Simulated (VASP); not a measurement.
Set up this calculation in VASP 6.6.1, as the native input.

```
Task                   : single point
Functional             : PBEsol
Potentials or basis    : VASP PAW PBE potentials, release 64 (Bi_d)
Cutoff                 : 520 eV
k mesh                 : 7 × 7 × 7
Occupations            : fermi-dirac, width 0.05 eV
Spin                   : no spin polarisation
Dipole correction      : no
Further INCAR settings : ALGO = Normal; EDIFF = 1e-06; NBANDS = 22
```

The structure of Bi lies in POSCAR:

```
Bi
1.0
    2.2522814206      1.3003552845      3.9115696734
   -2.2522814206      1.3003552845      3.9115696734
    0.0000000000     -2.6007105690      3.9115696734
Bi
2
Direct
    0.7660000000      0.7660000000      0.7660000000
    0.2340000000      0.2340000000      0.2340000000
```

One way to write it, as run:

INCAR

```
SYSTEM = Bi
ALGO     = Normal         ! electronic algorithm
EDIFF    = 1E-6           ! SCF threshold, eV
ENCUT    = 520            ! plane-wave cutoff, eV
GGA      = PS             ! functional
ISIF     = 2              ! what is computed and relaxed
ISMEAR   = -1             ! smearing method
LASPH    = .True.         ! aspherical terms in the spheres
LCHARG   = .False.        ! write CHGCAR
LREAL    = .False.        ! projectors in reciprocal space
LWAVE    = .False.        ! write WAVECAR
NBANDS   = 22             ! bands
NELM     = 80             ! most SCF steps
PREC     = Accurate       ! precision mode
SIGMA    = 0.05           ! smearing width, eV
```

KPOINTS

```
k-points
0
Gamma
  7 7 7
  0 0 0
```

Potentials or basis: VASP PAW PBE potentials, release 64 (Bi_d).

Command:

```bash
$ cat potpaw_PBE.64/Bi_d/POTCAR > POTCAR
$ mpirun -np 1 vasp_std > vasp.out
```

It gave:

```yaml
Pressure: 0.6 GPa
Largest_force: 0.230 eV/Å
```

Caveat: the PAW data sets were made with another functional, which shifts forces and pressure a little.

It took 39 s on 1 thread of Intel Xeon 8259CL, with other jobs on the host, peak memory 0.22 GiB.
